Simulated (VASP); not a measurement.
# BN (lda) (F-43m) in VASP: notebook

Runs on BN (lda). Level: LDA. Tasks: single point, relaxation of cell and atoms.

Everything below comes from runs of VASP 6.6.1. Logs are shortened: lines on timing, memory, paths and dates and some standing lists are left out, and cuts for length are marked.

### Step 1. The cell of the first run

The structure is cubic, space group F-43m (No. 216). Conventional cell: a = 3.580 Å, b = 3.580 Å, c = 3.580 Å, α = 90.00°, β = 90.00°, γ = 90.00°. B (site symmetry -43m) has 4 N at 1.55 Å within 2.1 Å. Within 2.1 Å of N (site symmetry -43m) lie 4 B at 1.55 Å.

### Step 2. Single point, LDA

Contents of INCAR:

```
SYSTEM = BN
ALGO = Normal
EDIFF = 1E-6
ENCUT = 600
GGA_COMPAT = .False.
ISIF = 2
ISMEAR = 0
LASPH = .True.
LCHARG = .False.
LREAL = .False.
LWAVE = .False.
NBANDS = 11
NELM = 120
PREC = Accurate
SIGMA = 0.01
```

Contents of KPOINTS:

```
k-points
0
Gamma
  10 10 10
  0 0 0
```

Contents of POSCAR:

```
BN
1.0
    0.0000000000      1.7899044698      1.7899044698
    1.7899044698      0.0000000000      1.7899044698
    1.7899044698      1.7899044698      0.0000000000
B N
1 1
Direct
    0.0000000000      0.0000000000      0.0000000000
    0.2500000000      0.2500000000      0.2500000000
```

Potentials or basis: VASP PAW LDA potentials, release 64 (B, N).

Command:

```
cat potpaw_LDA.64/B/POTCAR potpaw_LDA.64/N/POTCAR > POTCAR
mpirun -np 1 vasp_std > vasp.out
```

OUTCAR:

```text
SYSTEM = BN
   EDIFF = 1E-6
   ENCUT = 600
   ISIF = 2
   ISMEAR = 0
   LASPH = .True.
   LREAL = .False.
   NELM = 120
   PREC = Accurate

 ion  position               nearest neighbor table
   1  0.000  0.000  0.000-   2 1.55   2 1.55   2 1.55   2 1.55
   2  0.250  0.250  0.250-   1 1.55   1 1.55   1 1.55   1 1.55

  LATTYP: Found a face centered cubic cell.
 ALAT       =     3.5798089396

  Lattice vectors:

 A1 = (   0.0000000000,   1.7899044698,   1.7899044698)
 A2 = (   1.7899044698,   0.0000000000,   1.7899044698)
 A3 = (   1.7899044698,   1.7899044698,   0.0000000000)

Analysis of symmetry for initial positions (statically):
=====================================================================
 Subroutine PRICEL returns:
 Original cell was already a primitive cell.

 Routine SETGRP: Setting up the symmetry group for a
 face centered cubic supercell.

 Subroutine GETGRP returns: Found 24 space group operations
 (whereof 24 operations were pure point group operations)
 out of a pool of 48 trial point group operations.

The static configuration has the point symmetry T_d .

Analysis of symmetry for dynamics (positions and initial velocities):
=====================================================================
 Subroutine PRICEL returns:
 Original cell was already a primitive cell.

 Routine SETGRP: Setting up the symmetry group for a
 face centered cubic supercell.

 Subroutine GETGRP returns: Found 24 space group operations
 (whereof 24 operations were pure point group operations)
 out of a pool of 48 trial point group operations.

The dynamic configuration has the point symmetry T_d .

 Subroutine INISYM returns: Found 24 space group operations
 (whereof 24 operations are pure point group operations),
 and found     1 'primitive' translations

----------------------------------------------------------------------------------------

                                     Primitive cell

  volume of cell :      11.4688

  direct lattice vectors                    reciprocal lattice vectors
     0.000000000  1.789904470  1.789904470    -0.279344517  0.279344517  0.279344517
     1.789904470  0.000000000  1.789904470     0.279344517 -0.279344517  0.279344517
     1.789904470  1.789904470  0.000000000     0.279344517  0.279344517 -0.279344517

  length of vectors
     2.531307177  2.531307177  2.531307177     0.483838897  0.483838897  0.483838897

  position of ions in fractional coordinates (direct lattice)
     0.000000000  0.000000000  0.000000000
     0.250000000  0.250000000  0.250000000

  ion indices of the primitive-cell ions
[... 79 lines left out ...]
   IBRION =     -1    ionic relax: 0-MD 1-quasi-New 2-CG
   NFREE  =      0    steps in history (QN), initial steepest desc. (CG)
   ISIF   =      2    stress and relaxation
   ISYM   =      2    0-nonsym 1-usesym 2-fastsym
   POTIM  = 0.5000    time-step for ionic-motion
   TEBEG  =    0.0;   TEEND  =   0.0 temperature during run
   PSTRESS=    0.0 pullay stress
   NELECT =       8.0000    total number of electrons
   NUPDOWN=      -1.0000    fix difference up-down
   EMIN   =  10.00;   EMAX   =-10.00  energy-range for DOS
   EFERMI =   0.00;   METHOD = LEGACY
   ISMEAR =     0;   SIGMA  =   0.01  broadening in eV -4-tet -1-fermi 0-gaus
   EFERMI_NEDOS =   21; number of points for ismear=-14 and -15
   IALGO  =     38    algorithm
   IMIX   =      4    mixing-type and parameters
     AMIX     =   0.40;   BMIX     =  1.00
     AMIX_MAG =   1.60;   BMIX_MAG =  1.00
  volume/ion in A,a.u.               =       5.73        38.70
  Fermi-wavevector in a.u.,A,eV,Ry     =   1.451883  2.743661 28.680598  2.107964
  Thomas-Fermi vector in A             =   2.569329
   LORBIT       =      0    0 simple, 1 ext, 2 COOP (PROOUT), +10 PAW based schemes
   GGA     = CA    functional components
   LHFCALC =     F    Hartree Fock is set to
   AEXX    =    0.0000 exact exchange contribution
   IVDW    =     0    specifies the selected vdW correction
   LEPSILON=     F    determine dielectric tensor
   LRPA    =     F    only Hartree local field effects (RPA)
 non-spin polarized calculation
 Gauss-broadening in eV      SIGMA  =   0.01
  energy-cutoff  :      600.00
  volume of cell :       11.47
 maximum number of plane-waves:       392
   NGX = 11   NGY = 11   NGZ = 11

 number of electron       7.9999999 magnetization

 Free energy of the ion-electron system (eV)
  ---------------------------------------------------
  ext. energy  EPLUGINS =         0.00000000
  ---------------------------------------------------
  free energy    TOTEN  =       -19.41624030 eV

  energy without entropy =      -19.41624030  energy(sigma->0) =      -19.41624030

 E-fermi :   7.9572     XC(G=0): -13.2465

 val. band max:        7.7595225075   @ k =   0.0000   0.0000   0.0000
 cond. band min:      12.1376842810   @ k =   0.5000   0.5000   0.0000
 fundamental gap:      4.3781617735
 Fermi energy:         7.9571797916

 k-point     1 :       0.0000    0.0000    0.0000
  band No.  band energies     occupation
      1     -12.6457      2.00000
      2       7.7595      2.00000
      3       7.7595      2.00000
      4       7.7595      2.00000
      5      16.5816      0.00000
      6      16.5816      0.00000
      7      16.5816      0.00000
      8      18.6802      0.00000
      9      32.8077      0.00000
     10      35.9106      0.00000
     11      35.9106      0.00000
[... 309 lines left out ...]
 k-point    24 :       0.4000    0.3000    0.0000
  band No.  band energies     occupation
      1      -8.7386      2.00000
      2       0.9298      2.00000
      3       3.1042      2.00000
      4       3.5430      2.00000
      5      13.8338      0.00000
      6      18.4860      0.00000
      7      23.4670      0.00000
      8      23.5090      0.00000
      9      27.6750      0.00000
     10      35.1743      0.00000
     11      39.9079      0.00000

 [... further k-points ...]
[... 5 lines left out ...]
  --------------------------------------------------------------------------------------
  -------------------------------------------------------------------------------------
  Total        0.0725158      0.0725158      0.0725158     -0.0000000     -0.0000000      0.0000000
  in kB       10.1303345     10.1303345     10.1303345     -0.0000000     -0.0000000      0.0000000
  external PRESSURE =      10.1303345 kB  Pullay stress =       0.0000000 kB

 VOLUME and BASIS-vectors are now :
 -----------------------------------------------------------------------------
  energy-cutoff  :      600.00
  volume of cell :       11.47
      direct lattice vectors                 reciprocal lattice vectors
     0.000000000  1.789904470  1.789904470    -0.279344517  0.279344517  0.279344517
     1.789904470  0.000000000  1.789904470     0.279344517 -0.279344517  0.279344517
     1.789904470  1.789904470  0.000000000     0.279344517  0.279344517 -0.279344517

 POSITION                                       TOTAL-FORCE (eV/Angst)
 -----------------------------------------------------------------------------------
      0.00000      0.00000      0.00000         0.000000      0.000000     -0.000000
      0.89495      0.89495      0.89495        -0.000000     -0.000000      0.000000
 -----------------------------------------------------------------------------------
    total drift:                               -0.000000     -0.000000     -0.000000

  FREE ENERGIE OF THE ION-ELECTRON SYSTEM (eV)
  ---------------------------------------------------
  free  energy   TOTEN  =       -19.4162402952 eV

  energy  without entropy=      -19.4162402952  energy(sigma->0) =      -19.41624030
```

Run time: 3.4 s. Hardware: 1 thread of Intel Xeon Platinum 8488C (Sapphire Rapids), shared host; peak memory 0.11 GiB.

What came out:

```yaml
Free_energy: -19.4162 eV
Pressure: 1.0 GPa
Band_gap_on_the_k_mesh: 4.38 eV, indirect (least direct gap 8.82 eV)
```

A k mesh can miss the band edges.

### Step 3. Relaxation of cell and atoms, LDA

Contents of INCAR:

```
SYSTEM = BN
PREC = Accurate
ENCUT = 600
EDIFF = 1E-7
ISMEAR = 0
SIGMA = 0.02
LREAL = .False.
LASPH = .True.
NELM = 120
ALGO = Normal
ISIF = 3
LWAVE = .False.
LCHARG = .False.
IBRION = 2
NSW = 100
EDIFFG = -0.002
GGA_COMPAT = .False.
NELMIN = 4
```

Contents of KPOINTS:

```
Automatic mesh
0
Gamma
  10 10 10
  0 0 0
```

Contents of POSCAR:

```
BN
1.0
    0.0000000000      1.7900178220      1.7900178220
    1.7900178220      0.0000000000      1.7900178220
    1.7900178220      1.7900178220      0.0000000000
B N
1 1
Direct
    0.0000000000      0.0000000000      0.0000000000
    0.2500000000      0.2500000000      0.2500000000
```

Potentials or basis: VASP PAW LDA potentials, release 64 (B, N).

Command:

```
cat potpaw_LDA.64/B/POTCAR potpaw_LDA.64/N/POTCAR > POTCAR
mpirun -np 1 vasp_std > vasp.out
```

Wall time 4.8 s (1 thread of Intel Xeon Platinum 8488C (Sapphire Rapids), shared host); peak memory 0.11 GiB.

Results (log left out):

* Free energy: -19.4163 eV
* Relaxed volume: 5.75 Å³/atom
* Relaxed cell: a = 2.533 Å, b = 2.533 Å, c = 2.533 Å, α = 60.00°, β = 60.00°, γ = 60.00°
* Space group after relaxing (to 0.05 Å): F-43m (No. 216)
* Energy gained by relaxing: 0.0 meV/atom
* Ionic steps: 3
* Pressure after relaxing: 0.0 GPa
* Band gap on the k mesh: 4.38 eV, indirect (least direct gap 8.81 eV)

Final structure:
```
CELL_PARAMETERS angstrom
0.00000 1.79136 1.79136
1.79136 0.00000 1.79136
1.79136 1.79136 0.00000
ATOMIC_POSITIONS crystal
B 0.00000 0.00000 0.00000
N 0.25000 0.25000 0.25000
```

Levels at points of the mesh, in eV from the valence-band top:
| k point | band 1 | band 2 | band 3 | band 4 | band 5 | band 6 | band 7 | band 8 |
| --- | --- | --- | --- | --- | --- | --- | --- | --- |
| (0.00, 0.00, 0.00) | -20.38 | 0.00 | 0.00 | 0.00 | 8.81 | 8.81 | 8.81 | 10.88 |
| (0.50, 0.00, 0.00) | -15.97 | -10.96 | -2.00 | -2.00 | 10.56 | 10.71 | 10.71 | 15.29 |
| (0.50, 0.50, 0.00) | -14.55 | -9.06 | -5.06 | -5.06 | 4.38 | 9.30 | 18.11 | 18.11 |

A k mesh can miss the band edges.

### Step 4. Relaxation of cell and atoms, LDA

This run uses another cell than the first one, of 5.91 Å³/atom, 1.031 times its volume.

Contents of INCAR:

```
PREC = Accurate
ENCUT = 600
EDIFF = 1E-7
ISMEAR = 0
SIGMA = 0.1
LREAL = F
LASPH = T
NELM = 120
ALGO = Normal
ISIF = 3
LWAVE = F
LCHARG = F
IBRION = 2
NSW = 100
EDIFFG = -0.05
GGA_COMPAT = F
NELMIN = 4
```

Contents of KPOINTS:

```
regular mesh
0
Gamma
  10 10 10
```

Contents of POSCAR:

```
BN
1.0
    0.0000000000      1.8080000000      1.8080000000
    1.8080000000      0.0000000000      1.8080000000
    1.8080000000      1.8080000000      0.0000000000
B N
1 1
Direct
    0.0000000000      0.0000000000      0.0000000000
    0.2500000000      0.2500000000      0.2500000000
```

Command:

```
cat potpaw_LDA.64/B/POTCAR potpaw_LDA.64/N/POTCAR > POTCAR
mpirun -np 1 vasp_std > vasp.out
```

Run time: 5.7 s. Hardware: 1 thread of Intel Xeon Platinum 8488C (Sapphire Rapids), shared host; peak memory 0.11 GiB.

The run converged. Its results:

```
Free energy                            : -19.4173 eV
Relaxed volume                         : 5.75 Å³/atom
Relaxed cell                           : a = 2.533 Å, b = 2.533 Å, c = 2.533 Å, α = 60.00°, β = 60.00°, γ = 60.00°
Space group after relaxing (to 0.05 Å) : F-43m (No. 216)
Energy gained by relaxing              : 5.5 meV/atom
Ionic steps                            : 3
Pressure after relaxing                : -0.1 GPa
Band gap on the k mesh                 : 4.38 eV, indirect (least direct gap 8.81 eV)
```

Step by step:
| step | energy change (eV) | largest force (eV/Å) | pressure (GPa) | volume (Å³) |
| --- | --- | --- | --- | --- |
| 1 | 0.0000 | 0.0000 | -10.63 | 11.82 |
| 2 | 0.0017 | 0.0000 | 12.49 | 11.16 |
| 3 | -0.0110 | 0.0000 | -0.06 | 11.50 |

Final structure:
```xyz
2
Lattice="0.0000 1.7914 1.7914 1.7914 0.0000 1.7914 1.7914 1.7914 0.0000" Properties=species:S:1:pos:R:3 pbc="T T T"
B     0.0000    0.0000    0.0000
N     0.8957    0.8957    0.8957
```

Levels at points of the mesh, in eV from the valence-band top:
| k point | band 2 | band 3 | band 4 | band 5 | band 6 | band 7 |
| --- | --- | --- | --- | --- | --- | --- |
| (0.00, 0.00, 0.00) | 0.00 | 0.00 | 0.00 | 8.81 | 8.81 | 8.81 |
| (0.50, 0.00, 0.00) | -10.96 | -2.00 | -2.00 | 10.56 | 10.71 | 10.71 |
| (0.50, 0.50, 0.00) | -9.06 | -5.06 | -5.06 | 4.38 | 9.30 | 18.11 |

### Step 5. The runs side by side

```csv
task,cell,smearing,gap on the mesh (eV),pressure (GPa),relaxed volume (Å³/atom)
single point,"a = 2.531 Å, angles 60.0°, 2 atoms",gaussian 0.01 eV,4.38,1.0,-
relaxation of cell and atoms,"relaxed from a = 2.531 Å, angles 60.0°, 2 atoms",gaussian 0.02 eV,4.38,0.0,5.75
relaxation of cell and atoms,"relaxed from a = 2.557 Å, angles 60.0°, 2 atoms",gaussian 0.1 eV,4.38,-0.1,5.75
```

Alike in all rows: level LDA; potentials or basis VASP PAW LDA potentials, release 64 (B, N); no spin polarisation; k mesh 10 × 10 × 10; cutoff (eV) 600.

Absolute energies hang on the potentials; compare differences alone.
